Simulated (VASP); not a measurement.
# ZnS (Imm2) in VASP: a series of runs, part 2 of 2

VASP 6.6.1. The steps go on from the part before.

**3. Single point, PBE (uniaxial strain along a: -1.0 %, then relaxed in part)**

File INCAR:

```
  PREC = Accurate
  ENCUT = 520
  EDIFF = 1E-6
  ISMEAR = 0
  SIGMA = 0.02
  LREAL = False
  LASPH = True
  NELM = 100
  ALGO = Normal
  ISIF = 2
  LWAVE = False
  LCHARG = True
  GGA = PE
  LELF = True
  LVHAR = True
  NBANDS = 26
```

File KPOINTS:

```
regular mesh
0
Gamma
  8 8 6
```

File POSCAR:

```
ZnS
1.0
    2.6939428673      2.6939428673      0.0000000000
   -2.7215419772      2.7215419772      0.0000000000
    0.0000000000      0.0000000000      5.4760116772
Zn S
2 2
Direct
    0.0000000000      0.0000000000      0.0008679727
    0.5000000000      0.5000000000      0.5008679727
    0.5000000000      0.0000000000      0.7491320273
    0.0000000000      0.5000000000      0.2491320273
```

Potentials or basis: VASP PAW PBE potentials, release 64 (Zn, S).

The run is started by

```console
$ cat potpaw_PBE.64/Zn/POTCAR potpaw_PBE.64/S/POTCAR > POTCAR
$ mpirun -np 1 vasp_std > vasp.out
```

OUTCAR:

```text
PREC = Accurate
   ENCUT = 520
   EDIFF = 1E-6
   ISMEAR = 0
   LREAL = False
   LASPH = True
   NELM = 100
   ISIF = 2
   GGA = PE

 ion  position               nearest neighbor table
   1  0.000  0.000  0.001-   3 2.35   3 2.35   4 2.36   4 2.36
   2  0.500  0.500  0.501-   4 2.35   4 2.35   3 2.36   3 2.36
   3  0.500  0.000  0.749-   1 2.35   1 2.35   2 2.36   2 2.36
   4  0.000  0.500  0.249-   2 2.35   2 2.35   1 2.36   1 2.36

  LATTYP: Found a simple orthorhombic cell.
 ALAT       =     3.8098105392
 B/A-ratio  =     1.0102448757
 C/A-ratio  =     1.4373448813

  Lattice vectors:

 A1 = (   2.6939428673,   2.6939428673,   0.0000000000)
 A2 = (  -2.7215419772,   2.7215419772,   0.0000000000)
 A3 = (   0.0000000000,   0.0000000000,   5.4760116772)

Analysis of symmetry for initial positions (statically):
=====================================================================
 Subroutine PRICEL returns following result:

  LATTYP: Found a body centered orthorhombic cell.
 ALAT       =     3.8098105392
 B/A-ratio  =     1.0102448757
 C/A-ratio  =     1.4373448813

  Lattice vectors:

 A1 = (   0.0137995549,  -2.7077424222,  -2.7380058386)
 A2 = (  -0.0137995549,   2.7077424222,  -2.7380058386)
 A3 = (   2.7077424222,  -0.0137995549,   2.7380058386)

   2 primitive cells build up your supercell.

 Routine SETGRP: Setting up the symmetry group for a
 simple orthorhombic supercell.

 Subroutine GETGRP returns: Found  4 space group operations
 (whereof  4 operations were pure point group operations)
 out of a pool of  8 trial point group operations.

The static configuration has the point symmetry C_2v.

Analysis of symmetry for dynamics (positions and initial velocities):
=====================================================================
 Subroutine PRICEL returns following result:

  LATTYP: Found a body centered orthorhombic cell.
 ALAT       =     3.8098105392
 B/A-ratio  =     1.0102448757
 C/A-ratio  =     1.4373448813

  Lattice vectors:

 A1 = (   0.0137995549,  -2.7077424222,  -2.7380058386)
 A2 = (  -0.0137995549,   2.7077424222,  -2.7380058386)
 A3 = (   2.7077424222,  -0.0137995549,   2.7380058386)

   2 primitive cells build up your supercell.

 Routine SETGRP: Setting up the symmetry group for a
 simple orthorhombic supercell.

 Subroutine GETGRP returns: Found  4 space group operations
 (whereof  4 operations were pure point group operations)
 out of a pool of  8 trial point group operations.

The dynamic configuration has the point symmetry C_2v.

 Subroutine INISYM returns: Found  4 space group operations
 (whereof  4 operations are pure point group operations),
 and found     2 'primitive' translations

----------------------------------------------------------------------------------------

                                     Primitive cell

  volume of cell :      40.1484

  direct lattice vectors                    reciprocal lattice vectors
[... 24 lines left out ...]
 Generating k-lattice:

  Cartesian coordinates                     Fractional coordinates (reciprocal lattice)
     0.023200195  0.023200195  0.000000000     0.125000000  0.000000000  0.000000000
    -0.022964922  0.022964922  0.000000000     0.000000000  0.125000000  0.000000000
     0.000000000  0.000000000  0.030435776     0.000000000  0.000000000  0.166666667

  Length of vectors
     0.032810031  0.032477305  0.030435776

  Shift w.r.t. Gamma in fractional coordinates (k-lattice)
     0.000000000  0.000000000  0.000000000

 Subroutine IBZKPT returns following result:
 ===========================================

 Found    100 irreducible k-points:

 Following reciprocal coordinates:
            Coordinates               Weight
  0.000000  0.000000  0.000000      1.000000
  0.125000  0.000000  0.000000      2.000000
  0.250000  0.000000  0.000000      2.000000
  0.375000  0.000000  0.000000      2.000000
  0.500000  0.000000  0.000000      1.000000
  0.000000  0.125000  0.000000      2.000000
[... 16 lines left out ...]
  0.250000  0.500000  0.000000      2.000000
  0.375000  0.500000  0.000000      2.000000
 [... further k-points ...]
   k-points           NKPTS =    100   k-points in BZ     NKDIM =    100   number of bands    NBANDS=     26
   number of dos      NEDOS =    301   number of ions     NIONS =      4
   total plane-waves  NPLWV =  35280
   dimension x,y,z NGX =    28 NGY =   30 NGZ =   42
   dimension x,y,z NGXF=    56 NGYF=   60 NGZF=   84
   ions per type =               2   2
   NGX,Y,Z   is equivalent  to a cutoff of  12.22, 12.96, 12.75 a.u.
   NGXF,Y,Z  is equivalent  to a cutoff of  24.44, 25.92, 25.50 a.u.
 SYSTEM =  unknown system
   PREC   = accura    normal or accurate (medium, high low for compatibility)
   ISTART =      0    job   : 0-new  1-cont  2-samecut
   ICHARG =      2    charge: 1-file 2-atom 10-const
   ISPIN  =      1    spin polarized calculation?
   LNONCOLLINEAR =      F non collinear calculations
   LSORBIT =      F    spin-orbit coupling
   LASPH  =      T    aspherical Exc in radial PAW
   ENCUT  =  520.0 eV  38.22 Ry    6.18 a.u.   7.08  7.16 10.18*2*pi/ulx,y,z
   NELM   =    100;   NELMIN=  2; NELMDL= -5     # of ELM steps
   EDIFF  = 0.1E-05   stopping-criterion for ELM
   LREAL  =      F    real-space projection
   EDIFFG = 0.1E-04   stopping-criterion for IOM
   NSW    =      0    number of steps for IOM
   IBRION =     -1    ionic relax: 0-MD 1-quasi-New 2-CG
   NFREE  =      0    steps in history (QN), initial steepest desc. (CG)
   ISIF   =      2    stress and relaxation
   ISYM   =      2    0-nonsym 1-usesym 2-fastsym
   POTIM  = 0.5000    time-step for ionic-motion
   TEBEG  =    0.0;   TEEND  =   0.0 temperature during run
   PSTRESS=    0.0 pullay stress
   NELECT =      36.0000    total number of electrons
   NUPDOWN=      -1.0000    fix difference up-down
   EMIN   =  10.00;   EMAX   =-10.00  energy-range for DOS
   EFERMI =   0.00;   METHOD = LEGACY
   ISMEAR =     0;   SIGMA  =   0.02  broadening in eV -4-tet -1-fermi 0-gaus
   EFERMI_NEDOS =   21; number of points for ismear=-14 and -15
   IALGO  =     38    algorithm
   IMIX   =      4    mixing-type and parameters
     AMIX     =   0.40;   BMIX     =  1.00
     AMIX_MAG =   1.60;   BMIX_MAG =  1.00
  volume/ion in A,a.u.               =      20.07       135.47
  Fermi-wavevector in a.u.,A,eV,Ry     =   1.252977  2.367783 21.360482  1.569951
  Thomas-Fermi vector in A             =   2.386852
   LORBIT       =      0    0 simple, 1 ext, 2 COOP (PROOUT), +10 PAW based schemes
   GGA     = PE    functional components
   LHFCALC =     F    Hartree Fock is set to
   AEXX    =    0.0000 exact exchange contribution
   IVDW    =     0    specifies the selected vdW correction
   LEPSILON=     F    determine dielectric tensor
   LRPA    =     F    only Hartree local field effects (RPA)
 non-spin polarized calculation
 Gauss-broadening in eV      SIGMA  =   0.02
  energy-cutoff  :      520.00
  volume of cell :       80.30
 maximum number of plane-waves:      2184
   NGX = 15   NGY = 15   NGZ = 21

 number of electron      35.9999977 magnetization

 Free energy of the ion-electron system (eV)
  ---------------------------------------------------
  ext. energy  EPLUGINS =         0.00000000
  ---------------------------------------------------
  free energy    TOTEN  =       -13.70226610 eV

  energy without entropy =      -13.70226610  energy(sigma->0) =      -13.70226610

 E-fermi :   2.0838     XC(G=0):  -9.5483

 val. band max:        1.9850238595   @ k =   0.0000   0.0000   0.0000
 cond. band min:       3.9817530491   @ k =   0.0000   0.0000   0.0000
 fundamental gap:      1.9967291896
 Fermi energy:         2.0838243256

 k-point     1 :       0.0000    0.0000    0.0000
  band No.  band energies     occupation
      1     -11.0744      2.00000
      2      -9.8909      2.00000
      3      -4.3375      2.00000
      4      -4.3294      2.00000
      5      -4.3259      2.00000
      6      -4.3196      2.00000
[... 685 lines left out ...]
     25      13.0547      0.00000
     26      13.0769      0.00000

 [... further k-points ...]
[... 5 lines left out ...]
  --------------------------------------------------------------------------------------
  -------------------------------------------------------------------------------------
  Total        0.3032898      0.3032898      0.0720399      0.2372219      0.0000000      0.0000000
  in kB        6.0516063      6.0516063      1.4374278      4.7333379      0.0000000      0.0000000
  external PRESSURE =       4.5135468 kB  Pullay stress =       0.0000000 kB

 VOLUME and BASIS-vectors are now :
 -----------------------------------------------------------------------------
  energy-cutoff  :      520.00
  volume of cell :       80.30
      direct lattice vectors                 reciprocal lattice vectors
     2.693942867  2.693942867  0.000000000     0.185601560  0.185601560  0.000000000
    -2.721541977  2.721541977  0.000000000    -0.183719378  0.183719378  0.000000000
     0.000000000  0.000000000  5.476011677     0.000000000  0.000000000  0.182614658

 POSITION                                       TOTAL-FORCE (eV/Angst)
 -----------------------------------------------------------------------------------
      0.00000      0.00000      0.00475         0.000000      0.000000      0.000411
     -0.01380      2.70774      2.74276        -0.000000     -0.000000      0.000411
      1.34697      1.34697      4.10226         0.000000      0.000000     -0.000411
     -1.36077      1.36077      1.36425         0.000000      0.000000     -0.000411
 -----------------------------------------------------------------------------------
    total drift:                                0.000000     -0.000000      0.000248

  FREE ENERGIE OF THE ION-ELECTRON SYSTEM (eV)
  ---------------------------------------------------
  free  energy   TOTEN  =       -13.7022660961 eV

  energy  without entropy=      -13.7022660961  energy(sigma->0) =      -13.70226610
```

It took 97 s on 1 thread of AMD EPYC 9R45 (Zen 5), shared host; peak memory 0.27 GiB.

What came out:

| Property | Result |
| --- | --- |
| Free energy | -13.7023 eV |
| Pressure | 0.5 GPa |
| Band gap on the k mesh | 2.00 eV |

Levels at points of the mesh, in eV from the valence-band top:
```csv
k point,band 15,band 16,band 17,band 18,band 19,band 20,band 21,band 22
"(0.00, 0.00, 0.00)",-2.10,-0.07,-0.05,0.00,2.00,3.43,4.12,6.30
"(0.50, 0.00, 0.00)",-2.50,-2.50,-0.92,-0.92,4.73,4.73,6.63,6.63
"(0.00, 0.50, 0.00)",-2.52,-2.52,-0.85,-0.85,4.84,4.84,6.64,6.64
"(0.50, 0.50, 0.00)",-2.23,-2.23,-2.20,-2.20,3.39,3.39,4.00,4.00
"(0.00, 0.00, 0.50)",-1.25,-1.25,-1.17,-1.17,4.38,4.38,4.60,4.60
"(0.50, 0.00, 0.50)",-0.91,-0.91,-0.88,-0.88,3.20,3.20,6.83,6.83
"(0.00, 0.50, 0.50)",-0.91,-0.91,-0.82,-0.82,3.27,3.27,6.87,6.87
"(0.50, 0.50, 0.50)",-2.70,-2.70,-2.69,-2.69,5.62,5.62,5.87,5.87
```

Caveat: the cell differs from its parent crystal (uniaxial strain along a: -1.0 %, then relaxed in part).
